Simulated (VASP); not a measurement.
# K2S (Fm-3m) in VASP: a series of runs

The runs below take K2S through single point, with HSE06, PBE0.

Everything below comes from runs of VASP 6.6.1. Logs are shortened: lines on timing, memory, paths and dates and some standing lists are left out, and cuts for length are marked.

## (1) The cell of the first run

Symmetry: Fm-3m, No. 225, cubic system. The conventional cell has a = 7.405 Å, b = 7.405 Å, c = 7.405 Å, α = 90.00°, β = 90.00°, γ = 90.00°. K (site symmetry -43m) has 4 S at 3.21 Å and 6 K at 3.70 Å within 4.2 Å. S (site symmetry m-3m) has 8 K at 3.21 Å within 4.2 Å.

## (2) Single point, HSE06

File POSCAR:

```
K2S
1.0
    0.0000000000      3.7027186904      3.7027186904
    3.7027186904      0.0000000000      3.7027186904
    3.7027186904      3.7027186904      0.0000000000
K S
2 1
Direct
    0.2500000000      0.2500000000      0.2500000000
    0.7500000000      0.7500000000      0.7500000000
    0.0000000000      0.0000000000      0.0000000000
```

File INCAR.step1:

```
PREC     = Accurate       # precision mode
ENCUT    = 400            # plane-wave cutoff, eV
EDIFF    = 1E-5           # SCF threshold, eV
ISMEAR   = 0              # smearing method
SIGMA    = 0.01           # smearing width, eV
LREAL    = F              # projectors in reciprocal space
LASPH    = T              # aspherical terms in the spheres
NELM     = 120            # most SCF steps
ALGO     = Normal         # electronic algorithm
ISIF     = 2              # what is computed and relaxed
LWAVE    = T              # write WAVECAR
LCHARG   = F              # write CHGCAR
NBANDS   = 19             # bands
GGA      = PE             # functional
GGA_COMPAT= F
```

File INCAR.step2:

```
PREC     = Accurate       # precision mode
ENCUT    = 400            # plane-wave cutoff, eV
EDIFF    = 1E-6           # SCF threshold, eV
ISMEAR   = 0              # smearing method
SIGMA    = 0.01           # smearing width, eV
LREAL    = F              # projectors in reciprocal space
LASPH    = T              # aspherical terms in the spheres
NELM     = 120            # most SCF steps
ALGO     = Normal         # electronic algorithm
ISIF     = 2              # what is computed and relaxed
LWAVE    = F              # write WAVECAR
LCHARG   = F              # write CHGCAR
GGA      = PE             # functional
LHFCALC  = T              # exact exchange
HFSCREEN = 0.2079         # screening, 1/A
PRECFOCK = Normal       
NBANDS   = 19             # bands
ISTART   = 1            
GGA_COMPAT= F
```

File KPOINTS:

```
Automatic mesh
0
Gamma
  4 4 4
```

Potentials or basis: VASP PAW PBE potentials, release 64 (K_sv, S).

Run with:

```
cat potpaw_PBE.64/K_sv/POTCAR potpaw_PBE.64/S/POTCAR > POTCAR
cp INCAR.step1 INCAR
mpirun -np 1 vasp_std > vasp.out
cp INCAR.step2 INCAR
mpirun -np 1 vasp_std > vasp.out
```

OUTCAR:

```text
PREC = Accurate
   ENCUT = 400
   EDIFF = 1E-6
   ISMEAR = 0
   LREAL = F
   LASPH = T
   NELM = 120
   ISIF = 2
   GGA = PE
   LHFCALC = T
   HFSCREEN = 0.2079
   PRECFOCK = Normal
   ISTART = 1

 ion  position               nearest neighbor table
   1  0.250  0.250  0.250-   3 3.21   3 3.21   3 3.21   3 3.21   2 3.70   2 3.70   2 3.70   2 3.70
                             2 3.70   2 3.70
   2  0.750  0.750  0.750-   3 3.21   3 3.21   3 3.21   3 3.21   1 3.70   1 3.70   1 3.70   1 3.70
                             1 3.70   1 3.70
   3  0.000  0.000  0.000-   1 3.21   2 3.21   2 3.21   2 3.21   2 3.21   1 3.21   1 3.21   1 3.21

  LATTYP: Found a face centered cubic cell.
 ALAT       =     7.4054373808

  Lattice vectors:

 A1 = (   0.0000000000,   3.7027186904,   3.7027186904)
 A2 = (   3.7027186904,   0.0000000000,   3.7027186904)
 A3 = (   3.7027186904,   3.7027186904,   0.0000000000)

Analysis of symmetry for initial positions (statically):
=====================================================================
 Subroutine PRICEL returns:
 Original cell was already a primitive cell.

 Routine SETGRP: Setting up the symmetry group for a
 face centered cubic supercell.

 Subroutine GETGRP returns: Found 48 space group operations
 (whereof 48 operations were pure point group operations)
 out of a pool of 48 trial point group operations.

The static configuration has the point symmetry O_h .

Analysis of symmetry for dynamics (positions and initial velocities):
=====================================================================
 Subroutine PRICEL returns:
 Original cell was already a primitive cell.

 Routine SETGRP: Setting up the symmetry group for a
 face centered cubic supercell.

 Subroutine GETGRP returns: Found 48 space group operations
 (whereof 48 operations were pure point group operations)
 out of a pool of 48 trial point group operations.

The dynamic configuration has the point symmetry O_h .

 Subroutine INISYM returns: Found 48 space group operations
 (whereof 48 operations are pure point group operations),
 and found     1 'primitive' translations

----------------------------------------------------------------------------------------

                                     Primitive cell

  volume of cell :     101.5295

  direct lattice vectors                    reciprocal lattice vectors
     0.000000000  3.702718690  3.702718690    -0.135035913  0.135035913  0.135035913
     3.702718690  0.000000000  3.702718690     0.135035913 -0.135035913  0.135035913
     3.702718690  3.702718690  0.000000000     0.135035913  0.135035913 -0.135035913

  length of vectors
     5.236434990  5.236434990  5.236434990     0.233889063  0.233889063  0.233889063

  position of ions in fractional coordinates (direct lattice)
     0.250000000  0.250000000  0.250000000
     0.750000000  0.750000000  0.750000000
     0.000000000  0.000000000  0.000000000

  ion indices of the primitive-cell ions
   primitive index   ion index
                 1           1
                 2           2
                 3           3

----------------------------------------------------------------------------------------

 KPOINTS: Automatic mesh

Automatic generation of k-mesh.
 Grid dimensions read from file:
 generate k-points for:    4    4    4

 Generating k-lattice:

  Cartesian coordinates                     Fractional coordinates (reciprocal lattice)
    -0.033758978  0.033758978  0.033758978     0.250000000  0.000000000  0.000000000
     0.033758978 -0.033758978  0.033758978     0.000000000  0.250000000  0.000000000
     0.033758978  0.033758978 -0.033758978     0.000000000  0.000000000  0.250000000

  Length of vectors
     0.058472266  0.058472266  0.058472266

  Shift w.r.t. Gamma in fractional coordinates (k-lattice)
     0.000000000  0.000000000  0.000000000

 Subroutine IBZKPT returns following result:
 ===========================================

 Found      8 irreducible k-points:

 Following reciprocal coordinates:
            Coordinates               Weight
  0.000000  0.000000  0.000000      1.000000
  0.250000  0.000000  0.000000      8.000000
  0.500000  0.000000  0.000000      4.000000
  0.250000  0.250000  0.000000      6.000000
  0.500000  0.250000  0.000000     24.000000
 -0.250000  0.250000  0.000000     12.000000
  0.500000  0.500000  0.000000      3.000000
 -0.250000  0.500000  0.250000      6.000000
   k-points           NKPTS =      8   k-points in BZ     NKDIM =     64   number of bands    NBANDS=     19
   number of dos      NEDOS =    301   number of ions     NIONS =      3
   total plane-waves  NPLWV =  46656
   dimension x,y,z NGX =    36 NGY =   36 NGZ =   36
   dimension x,y,z NGXF=    72 NGYF=   72 NGZF=   72
   ions per type =               2   1
   NGX,Y,Z   is equivalent  to a cutoff of  11.43, 11.43, 11.43 a.u.
   NGXF,Y,Z  is equivalent  to a cutoff of  22.86, 22.86, 22.86 a.u.
 SYSTEM =  unknown system
   PREC   = accura    normal or accurate (medium, high low for compatibility)
   ISTART =      1    job   : 0-new  1-cont  2-samecut
   ICHARG =      0    charge: 1-file 2-atom 10-const
   ISPIN  =      1    spin polarized calculation?
   LNONCOLLINEAR =      F non collinear calculations
   LSORBIT =      F    spin-orbit coupling
   LASPH  =      T    aspherical Exc in radial PAW
   ENCUT  =  400.0 eV  29.40 Ry    5.42 a.u.   8.54  8.54  8.54*2*pi/ulx,y,z
   NELM   =    120;   NELMIN=  2; NELMDL=  0     # of ELM steps
   EDIFF  = 0.1E-05   stopping-criterion for ELM
   LREAL  =      F    real-space projection
   EDIFFG = 0.1E-04   stopping-criterion for IOM
   NSW    =      0    number of steps for IOM
   IBRION =     -1    ionic relax: 0-MD 1-quasi-New 2-CG
   NFREE  =      0    steps in history (QN), initial steepest desc. (CG)
   ISIF   =      2    stress and relaxation
   ISYM   =      3    0-nonsym 1-usesym 2-fastsym
   POTIM  = 0.5000    time-step for ionic-motion
   TEBEG  =    0.0;   TEEND  =   0.0 temperature during run
   PSTRESS=    0.0 pullay stress
   NELECT =      24.0000    total number of electrons
   NUPDOWN=      -1.0000    fix difference up-down
   EMIN   =  10.00;   EMAX   =-10.00  energy-range for DOS
   EFERMI =   0.00;   METHOD = LEGACY
   ISMEAR =     0;   SIGMA  =   0.01  broadening in eV -4-tet -1-fermi 0-gaus
   EFERMI_NEDOS =   21; number of points for ismear=-14 and -15
   IALGO  =     38    algorithm
   IMIX   =      1    mixing-type and parameters
     AMIX     =   0.40;   BMIX     =  1.00
     AMIX_MAG =   1.60;   BMIX_MAG =  1.00
  volume/ion in A,a.u.               =      33.84       228.38
  Fermi-wavevector in a.u.,A,eV,Ry     =   1.012235  1.912846 13.940787  1.024619
  Thomas-Fermi vector in A             =   2.145332
   LORBIT       =      0    0 simple, 1 ext, 2 COOP (PROOUT), +10 PAW based schemes
   GGA     = PE    functional components
   LHFCALC =     T    Hartree Fock is set to
   PRECFOCK=normal    Normal, Fast or Accurate (Low or Medium for compatibility)
   ENCUT4O =  -1.0   cutoff for four orbital integrals eV
   NKREDX  =     1    reduce k-point grid by
   NKREDY  =     1    reduce k-point grid by
   NKREDZ  =     1    reduce k-point grid by
   AEXX    =    0.2500 exact exchange contribution
   HFSCREEN=    0.2079 screening length (either q_TF or 0.3 A-1)
   HFSCREENC=   0.2079 screening length for correlation (either q_TF or 0.3 A-1)
   ENCUTFOCK=  -1.0 apply spherical cutoff to Coloumb kernel
   IVDW    =     0    specifies the selected vdW correction
   LEPSILON=     F    determine dielectric tensor
   LRPA    =     F    only Hartree local field effects (RPA)
 non-spin polarized calculation
 Gauss-broadening in eV      SIGMA  =   0.01
  energy-cutoff  :      400.00
  volume of cell :      101.53
 maximum number of plane-waves:      1859
 NGX is ok and might be reduce to    36
  NGX = 28; NGY = 28; NGZ = 28

 number of electron      23.9999996 magnetization

 Free energy of the ion-electron system (eV)
  ---------------------------------------------------
  ext. energy  EPLUGINS =         0.00000000
  ---------------------------------------------------
  free energy    TOTEN  =       -10.84553752 eV

  energy without entropy =      -10.84553752  energy(sigma->0) =      -10.84553752

 E-fermi :  -0.9805     XC(G=0):  -6.1550

 val. band max:       -1.0424986771   @ k =   0.5000   0.5000   0.0000
 cond. band min:       2.2628414918   @ k =   0.0000   0.0000   0.0000
 fundamental gap:      3.3053401689
 Fermi energy:        -0.9805177085

 k-point     1 :       0.0000    0.0000    0.0000
  band No.  band energies     occupation
      1     -32.6185      2.00000
      2     -32.5336      2.00000
      3     -14.8551      2.00000
      4     -14.8551      2.00000
      5     -14.8551      2.00000
      6     -14.6137      2.00000
[... 11 lines left out ...]
     18       7.7159      0.00000
     19       8.5455      0.00000

 k-point     2 :       0.2500    0.0000    0.0000
  band No.  band energies     occupation
      1     -32.6055      2.00000
      2     -32.5455      2.00000
      3     -14.8489      2.00000
      4     -14.8244      2.00000
      5     -14.8244      2.00000
      6     -14.7044      2.00000
[... 11 lines left out ...]
     18       8.0033      0.00000
     19       8.0033      0.00000

 k-point     3 :       0.5000    0.0000    0.0000
  band No.  band energies     occupation
      1     -32.5750      2.00000
      2     -32.5749      2.00000
      3     -14.8659      2.00000
      4     -14.7641      2.00000
      5     -14.7499      2.00000
      6     -14.7499      2.00000
[... 11 lines left out ...]
     18       7.9279      0.00000
     19       8.1117      0.00000

 k-point     4 :       0.2500    0.2500    0.0000
  band No.  band energies     occupation
      1     -32.6035      2.00000
      2     -32.5470      2.00000
      3     -14.8892      2.00000
      4     -14.8892      2.00000
      5     -14.8620      2.00000
      6     -14.7019      2.00000
[... 11 lines left out ...]
     18       7.7066      0.00000
     19       7.9789      0.00000

 k-point     5 :       0.5000    0.2500    0.0000
  band No.  band energies     occupation
      1     -32.5847      2.00000
      2     -32.5647      2.00000
      3     -15.0026      2.00000
      4     -14.8813      2.00000
      5     -14.8690      2.00000
      6     -14.6365      2.00000
[... 11 lines left out ...]
     18       7.5915      0.00000
     19       8.4434      0.00000

 k-point     6 :      -0.2500    0.2500    0.0000
  band No.  band energies     occupation
      1     -32.5890      2.00000
      2     -32.5608      2.00000
      3     -14.9660      2.00000
      4     -14.8263      2.00000
      5     -14.7696      2.00000
      6     -14.7377      2.00000
[... 11 lines left out ...]
     18       7.4903      0.00000
     19       8.3804      0.00000

 k-point     7 :       0.5000    0.5000    0.0000
  band No.  band energies     occupation
      1     -32.5885      2.00000
      2     -32.5603      2.00000
      3     -15.0862      2.00000
      4     -14.9226      2.00000
      5     -14.9226      2.00000
      6     -14.5751      2.00000
[... 11 lines left out ...]
     18       7.8082      0.00000
     19       8.0411      0.00000

 k-point     8 :      -0.2500    0.5000    0.2500
  band No.  band energies     occupation
      1     -32.5745      2.00000
      2     -32.5745      2.00000
      3     -15.0613      2.00000
      4     -14.9493      2.00000
      5     -14.7523      2.00000
      6     -14.7523      2.00000
[... 11 lines left out ...]
     18       7.5862      0.00000
     19       8.1306      0.00000

------------------------ aborting loop because EDIFF is reached ----------------------------------------

  FORCE on cell =-STRESS in cart. coord.  units (eV):
  Direction    XX          YY          ZZ          XY          YZ          ZX
  --------------------------------------------------------------------------------------
  -------------------------------------------------------------------------------------
  Total        0.1282241      0.1282241      0.1282241     -0.0000000      0.0000000      0.0000000
  in kB        2.0234295      2.0234295      2.0234295     -0.0000000      0.0000000      0.0000000
  external PRESSURE =       2.0234295 kB  Pullay stress =       0.0000000 kB

 VOLUME and BASIS-vectors are now :
 -----------------------------------------------------------------------------
  energy-cutoff  :      400.00
  volume of cell :      101.53
      direct lattice vectors                 reciprocal lattice vectors
     0.000000000  3.702718690  3.702718690    -0.135035913  0.135035913  0.135035913
     3.702718690  0.000000000  3.702718690     0.135035913 -0.135035913  0.135035913
     3.702718690  3.702718690  0.000000000     0.135035913  0.135035913 -0.135035913

 POSITION                                       TOTAL-FORCE (eV/Angst)
 -----------------------------------------------------------------------------------
      1.85136      1.85136      1.85136         0.000000     -0.000000     -0.000000
      5.55408      5.55408      5.55408        -0.000000      0.000000      0.000000
      0.00000      0.00000      0.00000        -0.000000      0.000000     -0.000000
 -----------------------------------------------------------------------------------
    total drift:                                0.000002      0.000003      0.000002

  FREE ENERGIE OF THE ION-ELECTRON SYSTEM (eV)
  ---------------------------------------------------
  free  energy   TOTEN  =       -10.8455375247 eV

  energy  without entropy=      -10.8455375247  energy(sigma->0) =      -10.84553752
```

It took 14 min on 1 thread of AMD EPYC 7R13 (Zen 3), shared host; peak memory 0.29 GiB.

Results:

```yaml
Free_energy: -10.8455 eV
Pressure: 0.2 GPa
Band_gap_on_the_k_mesh: 3.31 eV (least direct gap 3.49 eV)
```

Caveat: the PAW data sets were made with another functional, which shifts forces and pressure a little. A k mesh can miss the band edges.

## (3) Single point, PBE0

POSCAR is that of step 2.

File INCAR.step1:

```
SYSTEM = K2S
ALGO = Normal
EDIFF = 1E-5
ENCUT = 400
GGA = PE
GGA_COMPAT = .FALSE.
ISIF = 2
ISMEAR = 0
LASPH = .TRUE.
LCHARG = .FALSE.
LREAL = .FALSE.
LWAVE = .TRUE.
NBANDS = 19
NELM = 120
PREC = Accurate
SIGMA = 0.01
```

File INCAR.step2:

```
SYSTEM = K2S
AEXX = 0.25
ALGO = Normal
EDIFF = 1E-6
ENCUT = 400
GGA = PE
GGA_COMPAT = .FALSE.
ISIF = 2
ISMEAR = 0
ISTART = 1
LASPH = .TRUE.
LCHARG = .FALSE.
LHFCALC = .TRUE.
LREAL = .FALSE.
LWAVE = .FALSE.
NBANDS = 19
NELM = 120
PREC = Accurate
PRECFOCK = Normal
SIGMA = 0.01
```

File KPOINTS:

```
k-points
0
G
  4 4 4
  0 0 0
```

Potentials or basis: VASP PAW PBE potentials, release 64 (K_sv, S).

Run with:

```
cat potpaw_PBE.64/K_sv/POTCAR potpaw_PBE.64/S/POTCAR > POTCAR
cp INCAR.step1 INCAR
mpirun -np 1 vasp_std > vasp.out
cp INCAR.step2 INCAR
mpirun -np 1 vasp_std > vasp.out
```

It took 22 min on 1 thread of AMD EPYC 7R13 (Zen 3), shared host; peak memory 0.19 GiB.

The run converged. Its results:

| Property | Result |
| --- | --- |
| Free energy | -11.7420 eV |
| Pressure | 0.1 GPa |
| Band gap on the k mesh | 4.02 eV (least direct gap 4.20 eV) |

Levels at points of the mesh, in eV from the valence-band top:
| k point | band 9 | band 10 | band 11 | band 12 | band 13 | band 14 | band 15 | band 16 |
| --- | --- | --- | --- | --- | --- | --- | --- | --- |
| (0.00, 0.00, 0.00) | -10.64 | -0.18 | -0.18 | -0.18 | 4.02 | 7.47 | 7.47 | 9.53 |
| (0.50, 0.00, 0.00) | -10.40 | -0.65 | -0.06 | -0.06 | 6.46 | 6.82 | 7.72 | 7.72 |
| (0.50, 0.50, 0.00) | -10.35 | -0.78 | 0.00 | 0.00 | 5.17 | 7.21 | 8.59 | 8.78 |

Caveat: the PAW data sets were made with another functional, which shifts forces and pressure a little.
